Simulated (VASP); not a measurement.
# BaO (lda) (Fm-3m) in VASP: a series of runs, part 2 of 3

VASP 6.6.1.

## (3) Single point, LDA

This run uses another cell than the first one, of 20.06 Å³/atom, 0.944 times its volume.

The input, INCAR:

```
PREC = Accurate
ENCUT = 600
EDIFF = 1E-6
ISMEAR = 0
SIGMA = 0.02
LREAL = False
LASPH = True
NELM = 120
ALGO = Normal
ISIF = 2
LWAVE = False
LCHARG = False
NBANDS = 15
GGA_COMPAT = False
```

The input, KPOINTS:

```
regular mesh
0
Gamma
  8 8 8
```

The input, POSCAR:

```
BaO
1.0
    0.0000000000      2.7170796843      2.7170796843
    2.7170796843      0.0000000000      2.7170796843
    2.7170796843      2.7170796843      0.0000000000
Ba O
1 1
Direct
    0.0000000000      0.0000000000      0.0000000000
    0.5000000000      0.5000000000      0.5000000000
```

Potentials or basis: VASP PAW LDA potentials, release 64 (Ba_sv, O).

The run is started by

```sh
cat potpaw_LDA.64/Ba_sv/POTCAR potpaw_LDA.64/O/POTCAR > POTCAR
mpirun -np 1 vasp_std > vasp.out
```

OUTCAR:

```text
PREC = Accurate
   ENCUT = 600
   EDIFF = 1E-6
   ISMEAR = 0
   LREAL = False
   LASPH = True
   NELM = 120
   ISIF = 2

 ion  position               nearest neighbor table
   1  0.000  0.000  0.000-   2 2.72   2 2.72   2 2.72   2 2.72   2 2.72   2 2.72
   2  0.500  0.500  0.500-   1 2.72   1 2.72   1 2.72   1 2.72   1 2.72   1 2.72

  LATTYP: Found a face centered cubic cell.
 ALAT       =     5.4341593686

  Lattice vectors:

 A1 = (   0.0000000000,   2.7170796843,   2.7170796843)
 A2 = (   2.7170796843,   0.0000000000,   2.7170796843)
 A3 = (   2.7170796843,   2.7170796843,   0.0000000000)

Analysis of symmetry for initial positions (statically):
=====================================================================
 Subroutine PRICEL returns:
 Original cell was already a primitive cell.

 Routine SETGRP: Setting up the symmetry group for a
 face centered cubic supercell.

 Subroutine GETGRP returns: Found 48 space group operations
 (whereof 48 operations were pure point group operations)
 out of a pool of 48 trial point group operations.

The static configuration has the point symmetry O_h .

Analysis of symmetry for dynamics (positions and initial velocities):
=====================================================================
 Subroutine PRICEL returns:
 Original cell was already a primitive cell.

 Routine SETGRP: Setting up the symmetry group for a
 face centered cubic supercell.

 Subroutine GETGRP returns: Found 48 space group operations
 (whereof 48 operations were pure point group operations)
 out of a pool of 48 trial point group operations.

The dynamic configuration has the point symmetry O_h .

 Subroutine INISYM returns: Found 48 space group operations
 (whereof 48 operations are pure point group operations),
 and found     1 'primitive' translations

----------------------------------------------------------------------------------------

                                     Primitive cell

  volume of cell :      40.1178

  direct lattice vectors                    reciprocal lattice vectors
     0.000000000  2.717079684  2.717079684    -0.184021103  0.184021103  0.184021103
     2.717079684  0.000000000  2.717079684     0.184021103 -0.184021103  0.184021103
     2.717079684  2.717079684  0.000000000     0.184021103  0.184021103 -0.184021103

  length of vectors
     3.842530940  3.842530940  3.842530940     0.318733900  0.318733900  0.318733900

  position of ions in fractional coordinates (direct lattice)
     0.000000000  0.000000000  0.000000000
     0.500000000  0.500000000  0.500000000

  ion indices of the primitive-cell ions
   primitive index   ion index
                 1           1
                 2           2

----------------------------------------------------------------------------------------

 KPOINTS: regular mesh

Automatic generation of k-mesh.
 Grid dimensions read from file:
 generate k-points for:    8    8    8

 Generating k-lattice:

  Cartesian coordinates                     Fractional coordinates (reciprocal lattice)
    -0.023002638  0.023002638  0.023002638     0.125000000  0.000000000  0.000000000
     0.023002638 -0.023002638  0.023002638     0.000000000  0.125000000  0.000000000
     0.023002638  0.023002638 -0.023002638     0.000000000  0.000000000  0.125000000

  Length of vectors
     0.039841737  0.039841737  0.039841737

  Shift w.r.t. Gamma in fractional coordinates (k-lattice)
     0.000000000  0.000000000  0.000000000

 Subroutine IBZKPT returns following result:
 ===========================================

 Found     29 irreducible k-points:

 Following reciprocal coordinates:
            Coordinates               Weight
  0.000000  0.000000  0.000000      1.000000
  0.125000  0.000000  0.000000      8.000000
  0.250000  0.000000  0.000000      8.000000
  0.375000  0.000000  0.000000      8.000000
  0.500000  0.000000  0.000000      4.000000
  0.125000  0.125000  0.000000      6.000000
[... 16 lines left out ...]
  0.500000  0.250000  0.125000     48.000000
 -0.375000  0.250000  0.125000     24.000000
 [... further k-points ...]
   k-points           NKPTS =     29   k-points in BZ     NKDIM =     29   number of bands    NBANDS=     15
   number of dos      NEDOS =    301   number of ions     NIONS =      2
   total plane-waves  NPLWV =  32768
   dimension x,y,z NGX =    32 NGY =   32 NGZ =   32
   dimension x,y,z NGXF=    64 NGYF=   64 NGZF=   64
   ions per type =               1   1
   NGX,Y,Z   is equivalent  to a cutoff of  13.84, 13.84, 13.84 a.u.
   NGXF,Y,Z  is equivalent  to a cutoff of  27.69, 27.69, 27.69 a.u.
 SYSTEM =  unknown system
   PREC   = accura    normal or accurate (medium, high low for compatibility)
   ISTART =      0    job   : 0-new  1-cont  2-samecut
   ICHARG =      2    charge: 1-file 2-atom 10-const
   ISPIN  =      1    spin polarized calculation?
   LNONCOLLINEAR =      F non collinear calculations
   LSORBIT =      F    spin-orbit coupling
   LASPH  =      T    aspherical Exc in radial PAW
   ENCUT  =  600.0 eV  44.10 Ry    6.64 a.u.   7.67  7.67  7.67*2*pi/ulx,y,z
   NELM   =    120;   NELMIN=  2; NELMDL= -5     # of ELM steps
   EDIFF  = 0.1E-05   stopping-criterion for ELM
   LREAL  =      F    real-space projection
   EDIFFG = 0.1E-04   stopping-criterion for IOM
   NSW    =      0    number of steps for IOM
   IBRION =     -1    ionic relax: 0-MD 1-quasi-New 2-CG
   NFREE  =      0    steps in history (QN), initial steepest desc. (CG)
   ISIF   =      2    stress and relaxation
   ISYM   =      2    0-nonsym 1-usesym 2-fastsym
   POTIM  = 0.5000    time-step for ionic-motion
   TEBEG  =    0.0;   TEEND  =   0.0 temperature during run
   PSTRESS=    0.0 pullay stress
   NELECT =      16.0000    total number of electrons
   NUPDOWN=      -1.0000    fix difference up-down
   EMIN   =  10.00;   EMAX   =-10.00  energy-range for DOS
   EFERMI =   0.00;   METHOD = LEGACY
   ISMEAR =     0;   SIGMA  =   0.02  broadening in eV -4-tet -1-fermi 0-gaus
   EFERMI_NEDOS =   21; number of points for ismear=-14 and -15
   IALGO  =     38    algorithm
   IMIX   =      4    mixing-type and parameters
     AMIX     =   0.40;   BMIX     =  1.00
     AMIX_MAG =   1.60;   BMIX_MAG =  1.00
  volume/ion in A,a.u.               =      20.06       135.36
  Fermi-wavevector in a.u.,A,eV,Ry     =   1.205043  2.277201 19.757401  1.452128
  Thomas-Fermi vector in A             =   2.340750
   LORBIT       =      0    0 simple, 1 ext, 2 COOP (PROOUT), +10 PAW based schemes
   GGA     = CA    functional components
   LHFCALC =     F    Hartree Fock is set to
   AEXX    =    0.0000 exact exchange contribution
   IVDW    =     0    specifies the selected vdW correction
   LEPSILON=     F    determine dielectric tensor
   LRPA    =     F    only Hartree local field effects (RPA)
 non-spin polarized calculation
 Gauss-broadening in eV      SIGMA  =   0.02
  energy-cutoff  :      600.00
  volume of cell :       40.12
 maximum number of plane-waves:      1363
   NGX = 15   NGY = 15   NGZ = 15

 number of electron      15.9999998 magnetization

 Free energy of the ion-electron system (eV)
  ---------------------------------------------------
  ext. energy  EPLUGINS =         0.00000000
  ---------------------------------------------------
  free energy    TOTEN  =       -13.10503020 eV

  energy without entropy =      -13.10503020  energy(sigma->0) =      -13.10503020

 E-fermi :   2.0601     XC(G=0): -10.3311

 val. band max:        1.9681548703   @ k =   0.5000   0.5000   0.0000
 cond. band min:       3.5661903249   @ k =   0.5000   0.5000   0.0000
 fundamental gap:      1.5980354546
 Fermi energy:         2.0601354626

 k-point     1 :       0.0000    0.0000    0.0000
  band No.  band energies     occupation
      1     -23.8235      2.00000
      2     -12.9104      2.00000
      3      -8.2101      2.00000
      4      -8.2101      2.00000
      5      -8.2101      2.00000
      6       1.4396      2.00000
      7       1.4396      2.00000
      8       1.4396      2.00000
      9       5.5274      0.00000
     10       6.5109      0.00000
     11       6.5109      0.00000
     12       6.5109      0.00000
     13       8.9753      0.00000
     14       8.9753      0.00000
     15      11.6541      0.00000
[... 397 lines left out ...]
 k-point    24 :      -0.3750    0.2500    0.1250
  band No.  band energies     occupation
      1     -23.4365      2.00000
      2     -13.6603      2.00000
      3      -8.9820      2.00000
      4      -8.9538      2.00000
      5      -8.3146      2.00000
      6       0.1301      2.00000
      7       0.8591      2.00000
      8       0.9172      2.00000
      9       6.7167      0.00000
     10       7.3484      0.00000
     11       9.9940      0.00000
     12      10.1081      0.00000
     13      12.4281      0.00000
     14      14.0133      0.00000
     15      14.3689      0.00000

 [... further k-points ...]
[... 5 lines left out ...]
  --------------------------------------------------------------------------------------
  -------------------------------------------------------------------------------------
  Total        0.5467542      0.5467542      0.5467542      0.0000000     -0.0000000     -0.0000000
  in kB       21.8356216     21.8356216     21.8356216      0.0000000     -0.0000000     -0.0000000
  external PRESSURE =      21.8356216 kB  Pullay stress =       0.0000000 kB

 VOLUME and BASIS-vectors are now :
 -----------------------------------------------------------------------------
  energy-cutoff  :      600.00
  volume of cell :       40.12
      direct lattice vectors                 reciprocal lattice vectors
     0.000000000  2.717079684  2.717079684    -0.184021103  0.184021103  0.184021103
     2.717079684  0.000000000  2.717079684     0.184021103 -0.184021103  0.184021103
     2.717079684  2.717079684  0.000000000     0.184021103  0.184021103 -0.184021103

 POSITION                                       TOTAL-FORCE (eV/Angst)
 -----------------------------------------------------------------------------------
      0.00000      0.00000      0.00000         0.000000      0.000000      0.000000
      2.71708      2.71708      2.71708        -0.000000     -0.000000     -0.000000
 -----------------------------------------------------------------------------------
    total drift:                                0.000000     -0.000000      0.000000

  FREE ENERGIE OF THE ION-ELECTRON SYSTEM (eV)
  ---------------------------------------------------
  free  energy   TOTEN  =       -13.1050302006 eV

  energy  without entropy=      -13.1050302006  energy(sigma->0) =      -13.10503020
```

OSZICAR:

```text
N       E                     dE             d eps       ncg     rms          rms(c)
DAV:   1     0.818050184427E+02    0.81805E+02   -0.86375E+03   870   0.111E+03
DAV:   2    -0.117064535996E+02   -0.93511E+02   -0.83983E+02  1229   0.213E+02
DAV:   3    -0.156588538462E+02   -0.39524E+01   -0.39247E+01  1051   0.434E+01
DAV:   4    -0.157031103151E+02   -0.44256E-01   -0.44239E-01  1090   0.469E+00
DAV:   5    -0.157040796816E+02   -0.96937E-03   -0.96936E-03  1018   0.587E-01    0.969E+00
DAV:   6    -0.134251724496E+02    0.22789E+01   -0.82398E+00   912   0.224E+01    0.656E+00
DAV:   7    -0.131678399419E+02    0.25733E+00   -0.65747E-01   983   0.630E+00    0.242E+00
DAV:   8    -0.131063639119E+02    0.61476E-01   -0.10196E-01  1087   0.294E+00    0.588E-01
DAV:   9    -0.131050111066E+02    0.13528E-02   -0.86928E-03  1024   0.802E-01    0.191E-01
DAV:  10    -0.131050591263E+02   -0.48020E-04   -0.11083E-03   989   0.275E-01    0.675E-02
DAV:  11    -0.131050374101E+02    0.21716E-04   -0.15734E-04   975   0.116E-01    0.300E-02
DAV:  12    -0.131050302789E+02    0.71312E-05   -0.71551E-06  1010   0.257E-02    0.281E-03
DAV:  13    -0.131050302006E+02    0.78207E-07   -0.51532E-07   631   0.542E-03
   1 F= -.13105030E+02 E0= -.13105030E+02  d E =-.431034E-13
```

stdout:

```text
POSCAR found type information on POSCAR BaO
 POSCAR found :  2 types and       2 ions
 scaLAPACK will be used
 LDA part: xc-table for (Slater(with rela. corr.)+CA(PZ))
 , standard interpolation
 POSCAR, INCAR and KPOINTS ok, starting setup
 FFT: planning ... GRIDC
 FFT: planning ... GRID_SOFT
 FFT: planning ... GRID
 WAVECAR not read
 entering main loop
```

It took 9.4 s on 1 thread of Intel Xeon 6975P-C (Granite Rapids), shared host; peak memory 0.16 GiB.

Results:

```
Free energy            : -13.1050 eV
Pressure               : 2.2 GPa
Band gap on the k mesh : 1.60 eV, direct
```

Levels at points of the mesh, in eV from the valence-band top:
| k point | band 5 | band 6 | band 7 | band 8 | band 9 | band 10 | band 11 | band 12 |
| --- | --- | --- | --- | --- | --- | --- | --- | --- |
| (0.00, 0.00, 0.00) | -10.18 | -0.53 | -0.53 | -0.53 | 3.56 | 4.54 | 4.54 | 4.54 |
| (0.50, 0.00, 0.00) | -10.31 | -2.33 | -1.80 | -1.80 | 4.86 | 7.28 | 7.28 | 8.25 |
| (0.50, 0.50, 0.00) | -10.90 | -0.26 | -0.26 | 0.00 | 1.60 | 6.16 | 9.16 | 9.50 |

Caveat: spin-orbit coupling is left out, which moves the levels of the heavy elements.

## (4) Single point, LDA

This run uses another cell than the first one, of 20.06 Å³/atom, 0.944 times its volume.

The input, INCAR:

```
SYSTEM = BaO
PREC     = Accurate       ! precision mode
ENCUT    = 600            ! plane-wave cutoff, eV
EDIFF    = 1E-6           ! SCF threshold, eV
ISMEAR   = 0              ! smearing method
SIGMA    = 0.01           ! smearing width, eV
LREAL    = .FALSE.        ! projectors in reciprocal space
LASPH    = .TRUE.         ! aspherical terms in the spheres
NELM     = 120            ! most SCF steps
ALGO     = Normal         ! electronic algorithm
ISIF     = 2              ! what is computed and relaxed
LWAVE    = .FALSE.        ! write WAVECAR
LCHARG   = .TRUE.         ! write CHGCAR
GGA      = CA             ! functional
LELF     = .TRUE.         ! ELF
LVHAR    = .TRUE.       
NBANDS   = 15             ! bands
GGA_COMPAT= .FALSE.
```

The input, KPOINTS:

```
regular mesh
0
G
  8 8 8
  0 0 0
```

POSCAR is that of step 3.

The run is started by

```sh
cat potpaw_LDA.64/Ba_sv/POTCAR potpaw_LDA.64/O/POTCAR > POTCAR
mpirun -np 1 vasp_std > vasp.out
```

It took 8.5 s on 1 thread of Intel Xeon 6975P-C (Granite Rapids), shared host; peak memory 0.16 GiB.

Results (log left out):

```yaml
Free_energy: -13.1050 eV
Pressure: 2.2 GPa
Band_gap_on_the_k_mesh: 1.60 eV, direct
```

Levels at points of the mesh, in eV from the valence-band top:
```tsv
k point	band 4	band 5	band 6	band 7	band 8	band 9	band 10	band 11	band 12	band 13
(0.00, 0.00, 0.00)	-10.18	-10.18	-0.53	-0.53	-0.53	3.56	4.54	4.54	4.54	7.01
(0.50, 0.00, 0.00)	-10.31	-10.31	-2.33	-1.80	-1.80	4.86	7.28	7.28	8.25	10.97
(0.50, 0.50, 0.00)	-10.90	-10.90	-0.26	-0.26	0.00	1.60	6.16	9.16	9.50	10.15
```

Caveat: spin-orbit coupling is left out, which moves the levels of the heavy elements. A hybrid or GW would open this gap; LDA tends to underestimate it.

## (5) Single point, LDA

This run uses another cell than the first one, of 20.06 Å³/atom, 0.944 times its volume.

The input, INCAR:

```
PREC = Accurate ; ENCUT = 600
EDIFF = 1E-6 ; ISMEAR = 0
SIGMA = 0.01 ; LREAL = False
LASPH = True ; NELM = 120
ALGO = Normal ; ISIF = 2
LWAVE = False ; LCHARG = True
GGA = CA ; LELF = True
LVHAR = True ; NBANDS = 15
GGA_COMPAT = False
```

The input, KPOINTS:

```
regular mesh
0
Gamma
  8 8 8
```

POSCAR is that of step 4.

The run is started by

```sh
cat potpaw_LDA.64/Ba_sv/POTCAR potpaw_LDA.64/O/POTCAR > POTCAR
mpirun -np 1 vasp_std > vasp.out
```

Wall time 8.7 s (1 thread of Intel Xeon 6975P-C (Granite Rapids), shared host); peak memory 0.16 GiB.

It converged, with:

- Free energy: -13.1050 eV
- Pressure: 2.2 GPa
- Band gap on the k mesh: 1.60 eV, direct

Levels at points of the mesh, in eV from the valence-band top:
```tsv
k point	band 5	band 6	band 7	band 8	band 9	band 10	band 11	band 12
(0.00, 0.00, 0.00)	-10.18	-0.53	-0.53	-0.53	3.56	4.54	4.54	4.54
(0.50, 0.00, 0.00)	-10.31	-2.33	-1.80	-1.80	4.86	7.28	7.28	8.25
(0.50, 0.50, 0.00)	-10.90	-0.26	-0.26	0.00	1.60	6.16	9.16	9.50
```

Caveat: spin-orbit coupling is left out, which moves the levels of the heavy elements.

[end of part 2 of 3]
